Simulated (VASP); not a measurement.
# ReCl (Fm-3m) in VASP: single point with PBE

Aim: the single point of ReCl with PBE.

All numbers are computed with VASP 6.6.1; they aren't measurements. Logs are shortened: lines on timing, memory, paths and dates and some standing lists are left out, and cuts for length are marked.

### Step 1. The cell of the first run

The structure is cubic, space group Fm-3m (No. 225). Conventional cell: a = 5.108 Å, b = 5.108 Å, c = 5.108 Å, α = 90.00°, β = 90.00°, γ = 90.00°. Re (site symmetry m-3m) has 6 Cl at 2.55 Å within 3.4 Å. Within 3.4 Å of Cl (site symmetry m-3m) lie 6 Re at 2.55 Å.

### Step 2. Single point, PBE, collinear spin

INCAR reads:

```
SYSTEM = ReCl
PREC = Accurate ; ENCUT = 520
EDIFF = 1E-6 ; ISMEAR = 0
SIGMA = 0.1 ; LREAL = .False.
LASPH = .True. ; NELM = 150
ALGO = Normal ; ISIF = 2
LWAVE = .False. ; LCHARG = .False.
ISPIN = 2 ; MAGMOM = 1.37 0
LORBIT = 11 ; LMAXMIX = 4
GGA = PE ; NBANDS = 18
```

KPOINTS reads:

```
regular mesh
0
Gamma
  18 18 18
  0 0 0
```

POSCAR reads:

```
ReCl
1.0
    0.0000000000      2.5540798024      2.5540798024
    2.5540798024      0.0000000000      2.5540798024
    2.5540798024      2.5540798024      0.0000000000
Re Cl
1 1
Direct
    0.0000000000      0.0000000000      0.0000000000
    0.5000000000      0.5000000000      0.5000000000
```

Potentials or basis: VASP PAW PBE potentials, release 64 (Re, Cl).

The run is started by

```sh
> cat potpaw_PBE.64/Re/POTCAR potpaw_PBE.64/Cl/POTCAR > POTCAR
> mpirun -np 1 vasp_std > vasp.out
```

OUTCAR:

```text
SYSTEM = ReCl
   PREC = Accurate
   ENCUT = 520
   EDIFF = 1E-6
   ISMEAR = 0
   LREAL = .False.
   LASPH = .True.
   NELM = 150
   ISIF = 2
   ISPIN = 2
   LORBIT = 11
   GGA = PE

 ion  position               nearest neighbor table
   1  0.000  0.000  0.000-   2 2.55   2 2.55   2 2.55   2 2.55   2 2.55   2 2.55
   2  0.500  0.500  0.500-   1 2.55   1 2.55   1 2.55   1 2.55   1 2.55   1 2.55

  LATTYP: Found a face centered cubic cell.
 ALAT       =     5.1081596048

  Lattice vectors:

 A1 = (   0.0000000000,   2.5540798024,   2.5540798024)
 A2 = (   2.5540798024,   0.0000000000,   2.5540798024)
 A3 = (   2.5540798024,   2.5540798024,   0.0000000000)

Analysis of symmetry for initial positions (statically):
=====================================================================
 Subroutine PRICEL returns:
 Original cell was already a primitive cell.

 Routine SETGRP: Setting up the symmetry group for a
 face centered cubic supercell.

 Subroutine GETGRP returns: Found 48 space group operations
 (whereof 48 operations were pure point group operations)
 out of a pool of 48 trial point group operations.

The static configuration has the point symmetry O_h .

Analysis of symmetry for dynamics (positions and initial velocities):
=====================================================================
 Subroutine PRICEL returns:
 Original cell was already a primitive cell.

 Routine SETGRP: Setting up the symmetry group for a
 face centered cubic supercell.

 Subroutine GETGRP returns: Found 48 space group operations
 (whereof 48 operations were pure point group operations)
 out of a pool of 48 trial point group operations.

The dynamic configuration has the point symmetry O_h .

Analysis of structural, dynamic, and magnetic symmetry:
=====================================================================
 Subroutine PRICEL returns:
 Original cell was already a primitive cell.

 Routine SETGRP: Setting up the symmetry group for a
 face centered cubic supercell.

 Subroutine GETGRP returns: Found 48 space group operations
 (whereof 48 operations were pure point group operations)
 out of a pool of 48 trial point group operations.

The overall configuration has the point symmetry O_h .

 Subroutine INISYM returns: Found 48 space group operations
 (whereof 48 operations are pure point group operations),
 and found     1 'primitive' translations

----------------------------------------------------------------------------------------

                                     Primitive cell

  volume of cell :      33.3222

  direct lattice vectors                    reciprocal lattice vectors
     0.000000000  2.554079802  2.554079802    -0.195765222  0.195765222  0.195765222
     2.554079802  0.000000000  2.554079802     0.195765222 -0.195765222  0.195765222
     2.554079802  2.554079802  0.000000000     0.195765222  0.195765222 -0.195765222

  length of vectors
     3.612014296  3.612014296  3.612014296     0.339075311  0.339075311  0.339075311

  position of ions in fractional coordinates (direct lattice)
     0.000000000  0.000000000  0.000000000
     0.500000000  0.500000000  0.500000000

  ion indices of the primitive-cell ions
   primitive index   ion index
                 1           1
                 2           2

----------------------------------------------------------------------------------------

 KPOINTS: regular mesh

Automatic generation of k-mesh.
 Grid dimensions read from file:
 generate k-points for:   18   18   18

 Generating k-lattice:

  Cartesian coordinates                     Fractional coordinates (reciprocal lattice)
    -0.010875846  0.010875846  0.010875846     0.055555556  0.000000000  0.000000000
     0.010875846 -0.010875846  0.010875846     0.000000000  0.055555556  0.000000000
     0.010875846  0.010875846 -0.010875846     0.000000000  0.000000000  0.055555556

  Length of vectors
     0.018837517  0.018837517  0.018837517

  Shift w.r.t. Gamma in fractional coordinates (k-lattice)
     0.000000000  0.000000000  0.000000000

 Subroutine IBZKPT returns following result:
 ===========================================

 Found    195 irreducible k-points:

 Following reciprocal coordinates:
            Coordinates               Weight
  0.000000  0.000000  0.000000      1.000000
  0.055556  0.000000  0.000000      8.000000
  0.111111  0.000000  0.000000      8.000000
  0.166667  0.000000  0.000000      8.000000
  0.222222  0.000000  0.000000      8.000000
  0.277778  0.000000  0.000000      8.000000
[... 16 lines left out ...]
 -0.277778  0.055556  0.000000     24.000000
 -0.222222  0.055556  0.000000     24.000000
 [... further k-points ...]
   k-points           NKPTS =    195   k-points in BZ     NKDIM =    195   number of bands    NBANDS=     18
   number of dos      NEDOS =    301   number of ions     NIONS =      2
   total plane-waves  NPLWV =  21952
   dimension x,y,z NGX =    28 NGY =   28 NGZ =   28
   dimension x,y,z NGXF=    56 NGYF=   56 NGZF=   56
   ions per type =               1   1
   NGX,Y,Z   is equivalent  to a cutoff of  12.89, 12.89, 12.89 a.u.
   NGXF,Y,Z  is equivalent  to a cutoff of  25.77, 25.77, 25.77 a.u.
 SYSTEM =  ReCl
   PREC   = accura    normal or accurate (medium, high low for compatibility)
   ISTART =      0    job   : 0-new  1-cont  2-samecut
   ICHARG =      2    charge: 1-file 2-atom 10-const
   ISPIN  =      2    spin polarized calculation?
   LNONCOLLINEAR =      F non collinear calculations
   LSORBIT =      F    spin-orbit coupling
   LASPH  =      T    aspherical Exc in radial PAW
   ENCUT  =  520.0 eV  38.22 Ry    6.18 a.u.   6.72  6.72  6.72*2*pi/ulx,y,z
   NELM   =    150;   NELMIN=  2; NELMDL= -5     # of ELM steps
   EDIFF  = 0.1E-05   stopping-criterion for ELM
   LREAL  =      F    real-space projection
   EDIFFG = 0.1E-04   stopping-criterion for IOM
   NSW    =      0    number of steps for IOM
   IBRION =     -1    ionic relax: 0-MD 1-quasi-New 2-CG
   NFREE  =      0    steps in history (QN), initial steepest desc. (CG)
   ISIF   =      2    stress and relaxation
   ISYM   =      2    0-nonsym 1-usesym 2-fastsym
   POTIM  = 0.5000    time-step for ionic-motion
   TEBEG  =    0.0;   TEEND  =   0.0 temperature during run
   PSTRESS=    0.0 pullay stress
   NELECT =      14.0000    total number of electrons
   NUPDOWN=      -1.0000    fix difference up-down
   EMIN   =  10.00;   EMAX   =-10.00  energy-range for DOS
   EFERMI =   0.00;   METHOD = LEGACY
   ISMEAR =     0;   SIGMA  =   0.10  broadening in eV -4-tet -1-fermi 0-gaus
   EFERMI_NEDOS =   21; number of points for ismear=-14 and -15
   IALGO  =     38    algorithm
   IMIX   =      4    mixing-type and parameters
     AMIX     =   0.40;   BMIX     =  1.00
     AMIX_MAG =   1.60;   BMIX_MAG =  1.00
  volume/ion in A,a.u.               =      16.66       112.43
  Fermi-wavevector in a.u.,A,eV,Ry     =   1.226139  2.317067 20.455229  1.503417
  Thomas-Fermi vector in A             =   2.361151
   LORBIT       =     11    0 simple, 1 ext, 2 COOP (PROOUT), +10 PAW based schemes
   GGA     = PE    functional components
   LHFCALC =     F    Hartree Fock is set to
   AEXX    =    0.0000 exact exchange contribution
   IVDW    =     0    specifies the selected vdW correction
   LEPSILON=     F    determine dielectric tensor
   LRPA    =     F    only Hartree local field effects (RPA)
 spin polarized calculation
 Gauss-broadening in eV      SIGMA  =   0.10
  energy-cutoff  :      520.00
  volume of cell :       33.32
 maximum number of plane-waves:       934
   NGX = 13   NGY = 13   NGZ = 13

 number of electron      14.0000001 magnetization       2.0722526

 Free energy of the ion-electron system (eV)
  ---------------------------------------------------
  ext. energy  EPLUGINS =         0.00000000
  ---------------------------------------------------
  free energy    TOTEN  =        -9.76173789 eV

  energy without entropy =       -9.75115554  energy(sigma->0) =       -9.75644671

 E-fermi :   8.0281     XC(G=0): -11.8096

 val. band max:        8.0280021648   @ k =   0.5000   0.4444   0.0556
 cond. band min:       8.0311250123   @ k =   0.1667   0.1111   0.0556
 fundamental gap:      0.0031228475
 Fermi energy:         8.0280686194

 spin component 1

 k-point     1 :       0.0000    0.0000    0.0000
  band No.  band energies     occupation
      1     -11.7874      1.00000
      2       1.9791      1.00000
      3       1.9791      1.00000
      4       1.9791      1.00000
      5       5.0777      1.00000
      6       5.0778      1.00000
[... 10 lines left out ...]
     17      22.9462      0.00000
     18      24.0898      0.00000
[... 463 lines left out ...]
 k-point    24 :      -0.2222    0.0556    0.0000
  band No.  band energies     occupation
      1     -11.3288      1.00000
      2      -0.4671      1.00000
      3       0.6491      1.00000
      4       0.8820      1.00000
      5       5.6533      1.00000
      6       5.7712      1.00000
[... 10 lines left out ...]
     17      24.3361      0.00000
     18      27.7851      0.00000

 [... further k-points ...]

 spin component 2

 k-point     1 :       0.0000    0.0000    0.0000
  band No.  band energies     occupation
      1     -11.6540      1.00000
      2       2.0676      1.00000
      3       2.0676      1.00000
      4       2.0676      1.00000
      5       6.2375      1.00000
      6       6.2375      1.00000
[... 10 lines left out ...]
     17      23.8738      0.00000
     18      24.4706      0.00000
[... 463 lines left out ...]
 k-point    24 :      -0.2222    0.0556    0.0000
  band No.  band energies     occupation
      1     -11.2154      1.00000
      2      -0.1885      1.00000
      3       0.9232      1.00000
      4       1.1268      1.00000
      5       6.7060      1.00000
      6       6.9865      1.00000
[... 10 lines left out ...]
     17      24.8113      0.00000
     18      28.2807      0.00000

 [... further k-points ...]

------------------------ aborting loop because EDIFF is reached ----------------------------------------

  FORCE on cell =-STRESS in cart. coord.  units (eV):
  Direction    XX          YY          ZZ          XY          YZ          ZX
  --------------------------------------------------------------------------------------
  -------------------------------------------------------------------------------------
  Total        0.1983615      0.1983615      0.1983615     -0.0000000      0.0000000     -0.0000000
  in kB        9.5375009      9.5375009      9.5375009     -0.0000000      0.0000000     -0.0000000
  external PRESSURE =       9.5375009 kB  Pullay stress =       0.0000000 kB

 VOLUME and BASIS-vectors are now :
 -----------------------------------------------------------------------------
  energy-cutoff  :      520.00
  volume of cell :       33.32
      direct lattice vectors                 reciprocal lattice vectors
     0.000000000  2.554079802  2.554079802    -0.195765222  0.195765222  0.195765222
     2.554079802  0.000000000  2.554079802     0.195765222 -0.195765222  0.195765222
     2.554079802  2.554079802  0.000000000     0.195765222  0.195765222 -0.195765222

 POSITION                                       TOTAL-FORCE (eV/Angst)
 -----------------------------------------------------------------------------------
      0.00000      0.00000      0.00000         0.000000      0.000000      0.000000
      2.55408      2.55408      2.55408        -0.000000     -0.000000     -0.000000
 -----------------------------------------------------------------------------------
    total drift:                                0.000000      0.000000      0.000000

  FREE ENERGIE OF THE ION-ELECTRON SYSTEM (eV)
  ---------------------------------------------------
  free  energy   TOTEN  =        -9.7617378857 eV

  energy  without entropy=       -9.7511555399  energy(sigma->0) =       -9.75644671

 total charge

# of ion       s       p       d       tot
------------------------------------------
    1        0.388   0.250   4.995   5.633
    2        1.608   3.364   0.000   4.972
--------------------------------------------------
tot          1.996   3.615   4.995  10.605

 magnetization (x)

# of ion       s       p       d       tot
------------------------------------------
    1        0.084   0.013   1.792   1.889
    2        0.015   0.022   0.000   0.037
--------------------------------------------------
tot          0.100   0.034   1.792   1.926
```

Run time: 1.8 min. Hardware: 1 thread of Intel Xeon 6975P-C (Granite Rapids), shared host; peak memory 0.31 GiB.

What came out:

```
Free energy                                           : -9.7617 eV
Pressure                                              : 1.0 GPa
Net moment                                            : 2.07 μB per cell
Site moments                                          : Re +1.89; Cl +0.04 μB
Valence electrons inside the program's atomic spheres : Re 5.63; Cl 4.97
```

Levels at points of the mesh, in eV from the Fermi level:
Spin up:
```
           k point  band 6  band 7  band 8  band 9  band 10  band 11
(0.00, 0.00, 0.00)   -2.95   -2.95   -2.52   -2.52    -1.55     8.73
(0.50, 0.00, 0.00)   -0.94   -0.81    1.31    2.43     2.43     5.41
(0.50, 0.50, 0.00)   -1.60   -0.40   -0.26   -0.26     0.10     7.13
```
Spin down:
```csv
k point,band 3,band 4,band 5,band 6,band 7,band 8,band 9,band 10
"(0.00, 0.00, 0.00)",-5.96,-5.96,-1.79,-1.79,-1.79,-1.56,-1.56,-0.92
"(0.50, 0.00, 0.00)",-7.76,-7.76,0.44,0.45,0.45,1.66,3.31,3.31
"(0.50, 0.50, 0.00)",-6.85,-6.85,-3.58,-0.59,0.44,1.14,1.22,1.22
```

Caveat: spin-orbit coupling is left out, which moves the levels of the heavy elements.
